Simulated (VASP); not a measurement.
# In (I4/mmm) in VASP: a series of runs

The runs below take In through single point, with r2SCAN.

Program: VASP 6.6.1. These are calculated values, not measurements. Logs are shortened: lines on timing, memory, paths and dates and some standing lists are left out, and cuts for length are marked.

## Step 1: The cell of the first run

It takes space group I4/mmm (No. 139, tetragonal). Conventional cell: a = 3.187 Å, b = 3.187 Å, c = 4.889 Å, α = 90.00°, β = 90.00°, γ = 90.00°. In (site symmetry 4/mmm) has 12 In at 3.19 to 3.32 Å within 4.2 Å.

## Step 2: Single point, r2SCAN

File POSCAR:

```
In
1.0
   -1.5934921500      1.5934921500      2.4445111300
    1.5934921500     -1.5934921500      2.4445111300
    1.5934921500      1.5934921500     -2.4445111300
In
1
Direct
    0.0000000000      0.0000000000      0.0000000000
```

File INCAR.step1:

```
SYSTEM = In
PREC = Accurate
ENCUT = 520
ISMEAR = -1
SIGMA = 0.0438
LREAL = .False.
LASPH = .True.
NELM = 100
NBANDS = 12
GGA = PE
ALGO = Normal
EDIFF = 1E-4
LWAVE = .True.
LCHARG = .False.
```

File INCAR.step2:

```
SYSTEM = In
PREC = Accurate
ENCUT = 520
EDIFF = 1E-6
ISMEAR = -1
SIGMA = 0.0438
LREAL = .False.
LASPH = .True.
NELM = 100
ALGO = Normal
ISIF = 2
LWAVE = .False.
LCHARG = .False.
METAGGA = R2SCAN
LMIXTAU = .True.
NBANDS = 12
ISTART = 1
```

File KPOINTS:

```
Automatic mesh
0
Gamma
  8 8 8
  0 0 0
```

Potentials or basis: VASP PAW PBE potentials, release 64 (In_d).

Launch:

```sh
> cat potpaw_PBE.64/In_d/POTCAR > POTCAR
> cp INCAR.step1 INCAR
> mpirun -np 1 vasp_std > vasp.out
> cp INCAR.step2 INCAR
> mpirun -np 1 vasp_std > vasp.out
```

OUTCAR:

```text
SYSTEM = In
   PREC = Accurate
   ENCUT = 520
   EDIFF = 1E-6
   ISMEAR = -1
   LREAL = .False.
   LASPH = .True.
   NELM = 100
   ISIF = 2
   METAGGA = R2SCAN
   ISTART = 1

 ion  position               nearest neighbor table
   1  0.000  0.000  0.000-

  LATTYP: Found a body centered tetragonal cell.
 ALAT       =     3.1869843000
 C/A-ratio  =     1.5340590978

  Lattice vectors:

 A1 = (  -1.5934921500,   1.5934921500,   2.4445111300)
 A2 = (   1.5934921500,  -1.5934921500,   2.4445111300)
 A3 = (   1.5934921500,   1.5934921500,  -2.4445111300)

Analysis of symmetry for initial positions (statically):
=====================================================================
 Subroutine PRICEL returns:
 Original cell was already a primitive cell.

 Routine SETGRP: Setting up the symmetry group for a
 body centered tetragonal supercell.

 Subroutine GETGRP returns: Found 16 space group operations
 (whereof 16 operations were pure point group operations)
 out of a pool of 16 trial point group operations.

The static configuration has the point symmetry D_4h.

Analysis of symmetry for dynamics (positions and initial velocities):
=====================================================================
 Subroutine PRICEL returns:
 Original cell was already a primitive cell.

 Routine SETGRP: Setting up the symmetry group for a
 body centered tetragonal supercell.

 Subroutine GETGRP returns: Found 16 space group operations
 (whereof 16 operations were pure point group operations)
 out of a pool of 16 trial point group operations.

The dynamic configuration has the point symmetry D_4h.

 Subroutine INISYM returns: Found 16 space group operations
 (whereof 16 operations are pure point group operations),
 and found     1 'primitive' translations

----------------------------------------------------------------------------------------

                                     Primitive cell

  volume of cell :      24.8286

  direct lattice vectors                    reciprocal lattice vectors
    -1.593492150  1.593492150  2.444511130     0.000000000  0.313776256  0.204539875
     1.593492150 -1.593492150  2.444511130     0.313776256  0.000000000  0.204539875
     1.593492150  1.593492150 -2.444511130     0.313776256  0.313776256  0.000000000

  length of vectors
     3.324766026  3.324766026  3.324766026     0.374555869  0.374555869  0.443746636

[... 78 lines left out ...]
   EDIFF  = 0.1E-05   stopping-criterion for ELM
   LREAL  =      F    real-space projection
   EDIFFG = 0.1E-04   stopping-criterion for IOM
   NSW    =      0    number of steps for IOM
   IBRION =     -1    ionic relax: 0-MD 1-quasi-New 2-CG
   NFREE  =      0    steps in history (QN), initial steepest desc. (CG)
   ISIF   =      2    stress and relaxation
   ISYM   =      2    0-nonsym 1-usesym 2-fastsym
   POTIM  = 0.5000    time-step for ionic-motion
   TEBEG  =    0.0;   TEEND  =   0.0 temperature during run
   PSTRESS=    0.0 pullay stress
   NELECT =      13.0000    total number of electrons
   NUPDOWN=      -1.0000    fix difference up-down
   EMIN   =  10.00;   EMAX   =-10.00  energy-range for DOS
   EFERMI =   0.00;   METHOD = LEGACY
   ISMEAR =    -1;   SIGMA  =   0.04  broadening in eV -4-tet -1-fermi 0-gaus
   EFERMI_NEDOS =   21; number of points for ismear=-14 and -15
   IALGO  =     38    algorithm
   IMIX   =      4    mixing-type and parameters
     AMIX     =   0.40;   BMIX     =  1.00
     AMIX_MAG =   1.60;   BMIX_MAG =  1.00
  volume/ion in A,a.u.               =      24.83       167.55
  Fermi-wavevector in a.u.,A,eV,Ry     =   1.319488  2.493470 23.688391  1.741048
  Thomas-Fermi vector in A             =   2.449382
   LORBIT       =      0    0 simple, 1 ext, 2 COOP (PROOUT), +10 PAW based schemes
   METAGGA = R2SCAN    functional components
   LHFCALC =     F    Hartree Fock is set to
   AEXX    =    0.0000 exact exchange contribution
   IVDW    =     0    specifies the selected vdW correction
   LEPSILON=     F    determine dielectric tensor
   LRPA    =     F    only Hartree local field effects (RPA)
 non-spin polarized calculation
  energy-cutoff  :      520.00
  volume of cell :       24.83
 maximum number of plane-waves:       684
 NGX is ok and might be reduce to    28
   NGX = 13   NGY = 13   NGZ = 13

 number of electron      12.9999997 magnetization

 Free energy of the ion-electron system (eV)
  ---------------------------------------------------
  ext. energy  EPLUGINS =         0.00000000
  ---------------------------------------------------
  free energy    TOTEN  =       -22.56075700 eV

  energy without entropy =      -22.55901624  energy(sigma->0) =      -22.55988662

 E-fermi :   8.0835     XC(G=0): -11.3628

 val. band max:        8.0116667943   @ k =  -0.3750   0.3750   0.2500
 cond. band min:       8.3113738456   @ k =   0.5000   0.5000   0.2500
 fundamental gap:      0.2997070513
 Fermi energy:         8.0835492306

 k-point     1 :       0.0000    0.0000    0.0000
  band No.  band energies     occupation
      1      -7.2983      2.00000
      2      -7.1499      2.00000
      3      -7.1499      2.00000
      4      -7.0649      2.00000
      5      -6.9281      2.00000
      6      -2.3284      2.00000
      7      19.7552      0.00000
      8      19.7552      0.00000
      9      20.0287      0.00000
     10      20.4009      0.00000
     11      23.0603      0.00000
     12      23.2855      0.00000
[... 331 lines left out ...]
 k-point    24 :       0.3750    0.1250    0.1250
  band No.  band energies     occupation
      1      -7.2272      2.00000
      2      -7.2018      2.00000
      3      -7.0404      2.00000
      4      -6.9888      2.00000
      5      -6.7873      2.00000
      6       4.5169      2.00000
      7       5.4608      2.00000
      8      12.8623      0.00000
      9      13.9127      0.00000
     10      18.5576      0.00000
     11      20.9302      0.00000
     12      27.0606      0.00000

 [... further k-points ...]
[... 5 lines left out ...]
  --------------------------------------------------------------------------------------
  -------------------------------------------------------------------------------------
  Total        0.1651375      0.1651375      0.9004032      0.0000000     -0.0000000      0.0000000
  in kB       10.6562534     10.6562534     58.1026242      0.0000000     -0.0000000      0.0000000
  external PRESSURE =      26.4717104 kB  Pullay stress =       0.0000000 kB

 VOLUME and BASIS-vectors are now :
 -----------------------------------------------------------------------------
  energy-cutoff  :      520.00
  volume of cell :       24.83
      direct lattice vectors                 reciprocal lattice vectors
    -1.593492150  1.593492150  2.444511130     0.000000000  0.313776256  0.204539875
     1.593492150 -1.593492150  2.444511130     0.313776256  0.000000000  0.204539875
     1.593492150  1.593492150 -2.444511130     0.313776256  0.313776256  0.000000000

 POSITION                                       TOTAL-FORCE (eV/Angst)
 -----------------------------------------------------------------------------------
      0.00000      0.00000      0.00000         0.000000     -0.000000      0.000000
 -----------------------------------------------------------------------------------
    total drift:                                0.000000      0.000000      0.000000

  FREE ENERGIE OF THE ION-ELECTRON SYSTEM (eV)
  ---------------------------------------------------
  free  energy   TOTEN  =       -22.5607570024 eV

  energy  without entropy=      -22.5590162386  energy(sigma->0) =      -22.55988662
```

OUTCAR.step1:

```text
SYSTEM = In
   PREC = Accurate
   ENCUT = 520
   ISMEAR = -1
   LREAL = .False.
   LASPH = .True.
[... 578 lines left out ...]
 -----------------------------------------------------------------------------------
      0.00000      0.00000      0.00000        -0.000000     -0.000000     -0.000000
 -----------------------------------------------------------------------------------
    total drift:                               -0.000000      0.000000      0.000000

  FREE ENERGIE OF THE ION-ELECTRON SYSTEM (eV)
  ---------------------------------------------------
  free  energy   TOTEN  =        -2.5242830101 eV

  energy  without entropy=       -2.5224828659  energy(sigma->0) =       -2.52338294
```

Wall time 1.7 min (1 thread of AMD EPYC 7R43 (Zen 3), shared host); peak memory 0.13 GiB.

What came out:

- Free energy: -22.5608 eV
- Pressure: 2.6 GPa

Stress tensor (GPa, compression positive):
```
1.07 0.00 0.00
0.00 1.07 0.00
0.00 0.00 5.81
```

Caveat: the PAW data sets were made with another functional, which shifts forces and pressure a little; spin-orbit coupling is left out, which moves the levels of the heavy elements.

## Step 3: Single point, r2SCAN

POSCAR is that of step 2.

File INCAR.step1:

```
PREC = Accurate ; ENCUT = 520
ISMEAR = -1 ; SIGMA = 0.0438
LREAL = False ; LASPH = True
NELM = 100 ; NBANDS = 12
GGA = PE ; ALGO = Normal
EDIFF = 1E-4 ; LWAVE = True
LCHARG = False
```

File INCAR.step2:

```
PREC = Accurate ; ENCUT = 520
EDIFF = 1E-6 ; ISMEAR = -1
SIGMA = 0.0438 ; LREAL = False
LASPH = True ; NELM = 100
ALGO = Normal ; ISIF = 2
LWAVE = False ; LCHARG = True
METAGGA = R2SCAN ; LMIXTAU = True
LELF = True ; LVHAR = True
NBANDS = 12 ; ISTART = 1
```

File KPOINTS:

```
regular mesh
0
Gamma
  15 15 15
```

Potentials or basis: VASP PAW PBE potentials, release 64 (In_d).

Launch:

```sh
> cat potpaw_PBE.64/In_d/POTCAR > POTCAR
> cp INCAR.step1 INCAR
> mpirun -np 1 vasp_std > vasp.out
> cp INCAR.step2 INCAR
> mpirun -np 1 vasp_std > vasp.out
```

OUTCAR:

```text
PREC = Accurate
   ENCUT = 520
   EDIFF = 1E-6
   ISMEAR = -1
   LREAL = False
   LASPH = True
   NELM = 100
   ISIF = 2
   METAGGA = R2SCAN
   ISTART = 1

 ion  position               nearest neighbor table
   1  0.000  0.000  0.000-

  LATTYP: Found a body centered tetragonal cell.
 ALAT       =     3.1869843000
 C/A-ratio  =     1.5340590978

  Lattice vectors:

 A1 = (  -1.5934921500,   1.5934921500,   2.4445111300)
[... 530 lines left out ...]
      2      -7.1494      2.00000
      3      -7.0870      2.00000
      4      -7.0247      2.00000
      5      -6.9048      2.00000
      6      -0.5139      2.00000
      7      12.3054      0.00000
      8      14.4085      0.00000
      9      18.2408      0.00000
     10      21.3932      0.00000
     11      21.6820      0.00000
     12      23.0654      0.00000

 [... further k-points ...]
[... 5 lines left out ...]
  --------------------------------------------------------------------------------------
  -------------------------------------------------------------------------------------
  Total        0.4661628      0.4661628      0.3604049      0.0000000     -0.0000000      0.0000000
  in kB       30.0812791     30.0812791     23.2567682      0.0000000     -0.0000000      0.0000000
  external PRESSURE =      27.8064421 kB  Pullay stress =       0.0000000 kB

 VOLUME and BASIS-vectors are now :
 -----------------------------------------------------------------------------
  energy-cutoff  :      520.00
  volume of cell :       24.83
      direct lattice vectors                 reciprocal lattice vectors
    -1.593492150  1.593492150  2.444511130     0.000000000  0.313776256  0.204539875
     1.593492150 -1.593492150  2.444511130     0.313776256  0.000000000  0.204539875
     1.593492150  1.593492150 -2.444511130     0.313776256  0.313776256  0.000000000

 POSITION                                       TOTAL-FORCE (eV/Angst)
 -----------------------------------------------------------------------------------
      0.00000      0.00000      0.00000         0.000000      0.000000     -0.000000
 -----------------------------------------------------------------------------------
    total drift:                               -0.000000     -0.000000     -0.000000

  FREE ENERGIE OF THE ION-ELECTRON SYSTEM (eV)
  ---------------------------------------------------
  free  energy   TOTEN  =       -22.5612661459 eV

  energy  without entropy=      -22.5589693568  energy(sigma->0) =      -22.56011775
```

OUTCAR.step1:

```text
PREC = Accurate
   ENCUT = 520
   ISMEAR = -1
   LREAL = False
   LASPH = True
   NELM = 100
[... 576 lines left out ...]
 POSITION                                       TOTAL-FORCE (eV/Angst)
 -----------------------------------------------------------------------------------
      0.00000      0.00000      0.00000        -0.000000      0.000000      0.000000
 -----------------------------------------------------------------------------------
    total drift:                               -0.000000     -0.000000      0.000000

  FREE ENERGIE OF THE ION-ELECTRON SYSTEM (eV)
  ---------------------------------------------------
  free  energy   TOTEN  =        -2.5248283528 eV

  energy  without entropy=       -2.5221846382  energy(sigma->0) =       -2.52350650
```

OSZICAR.step1:

```text
N       E                     dE             d eps       ncg     rms          rms(c)
DAV:   1     0.782327639071E+02    0.78233E+02   -0.62727E+03  7044   0.140E+03
DAV:   2     0.122598945056E+01   -0.77007E+02   -0.74817E+02  7264   0.294E+02
DAV:   3    -0.247169341385E+01   -0.36977E+01   -0.36847E+01  8320   0.645E+01
DAV:   4    -0.255327443272E+01   -0.81581E-01   -0.81558E-01  8664   0.951E+00
DAV:   5    -0.255691469721E+01   -0.36403E-02   -0.36402E-02  9680   0.177E+00    0.259E+00
DAV:   6    -0.253056933107E+01    0.26345E-01   -0.40405E-02  8796   0.423E+00    0.128E+00
DAV:   7    -0.252518877234E+01    0.53806E-02   -0.12561E-02  9224   0.219E+00    0.280E-01
DAV:   8    -0.252482248896E+01    0.36628E-03   -0.99218E-04  9660   0.525E-01    0.345E-02
DAV:   9    -0.252482835279E+01   -0.58638E-05   -0.96511E-06  4596   0.496E-02
   1 F= -.25248284E+01 E0= -.25235065E+01  d E =-.264371E-02
```

Run time: 4.4 min. Hardware: 1 thread of Intel Xeon Platinum 8375C at 2.90GHz (Ice Lake), shared host; peak memory 0.22 GiB.

What came out:

* Free energy: -22.5613 eV
* Pressure: 2.8 GPa

Stress tensor (GPa, compression positive):
```
3.01 0.00 0.00
0.00 3.01 0.00
0.00 0.00 2.33
```

Levels at points of the mesh, in eV from the Fermi level:
```csv
k point,band 3,band 4,band 5,band 6,band 7,band 8,band 9,band 10
"(0.00, 0.00, 0.00)",-15.28,-15.20,-15.05,-10.46,11.62,11.62,11.90,12.26
```

Caveat: the PAW data sets were made with another functional, which shifts forces and pressure a little; spin-orbit coupling is left out, which moves the levels of the heavy elements.
